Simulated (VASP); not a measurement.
B:

```
B
1.0
     2.10059    0.00000    0.00000
    -1.05030    1.81917    0.00000
     0.00000    0.00000    3.43027
B
2
Cartesian
  0.0000 1.2128 0.8576
  1.0503 0.6064 2.5727
```

This isn't the form of B at room conditions, which is rhombohedral.

| Quantity | Value |
| --- | --- |
| Program | VASP 6.6.1 |
| Task | relaxation of cell and atoms |
| Functional | PBEsol |
| Potentials or basis | VASP PAW PBE potentials, release 64 (B_h) |
| Cutoff | 1230 eV |
| k mesh | 17 × 17 × 9 |
| Occupations | fermi-dirac, width 0.1 eV |
| Spin | no spin polarisation |

At the start: pressure -22.2 GPa; volume 6.55 Å³/atom.

Task: Where does the relaxation end?

Result: Over 26 steps the energy falls by 724.3 meV/atom and the volume is 7.83 Å³/atom (+19.4 %); space group P6_3/mmc (No. 194, to 0.1 Å) before and after.

The path:
```
step  energy change (eV)  largest force (eV/Å)  pressure (GPa)  volume (Å³)
   1              0.0000                0.0000          -22.25        13.11
   2             -0.1328                0.0000            8.03        11.45
   3             -0.1350                0.0000            3.87        11.62
   4             -0.1800                0.0000            4.76        11.63
   5             -0.3611                0.0000           12.52        11.58
   6             -0.5260                0.0000           44.52        11.22
   7             -0.4552                0.0000           67.53        10.93
   8              0.4383                0.0000          168.49        10.13
   9             -0.4352                0.0000           77.57        10.82
  10             -0.2026                0.0000          116.21        10.50
  11             -0.3862                0.0000           90.61        10.70
  12             -0.3884                0.0000           90.94        10.70
  13             -0.3942                0.0000           91.96        10.72
  14             -0.4024                0.0000           94.14        10.74
  15             -0.4086                0.0000           98.64        10.79
  16             -0.4229                0.0000           97.65        10.82
  17             -0.4648                0.0000           94.72        10.90
  18             -0.5454                0.0000           89.08        11.05
  19             -0.6940                0.0000           78.65        11.37
  20             -0.9433                0.0000           60.44        12.01
  21             -1.2731                0.0000           31.27        13.34
  22             -1.4415                0.0000           -3.49        16.23
  23             -1.4475                0.0000            0.43        15.78
  24             -1.4476                0.0000            1.46        15.67
  25             -1.4480                0.0000            1.12        15.67
  26             -1.4485                0.0000            0.13        15.65
```

Final structure:
```yaml
crystal:
  lattice:
    - [1.71095, 0.00000, 0.00000]
    - [-0.85548, 1.48173, 0.00000]
    - [0.00000, 0.00000, 6.17325]
  atoms:
    - { symbol: B, position: [0.33333, 0.66667, 0.25000] }
    - { symbol: B, position: [0.66667, 0.33333, 0.75000] }
```

Caveat: the volume moved by over 15 % at a fixed basis, so the end points are rough; the PAW data sets were made with another functional, which shifts forces and pressure a little.
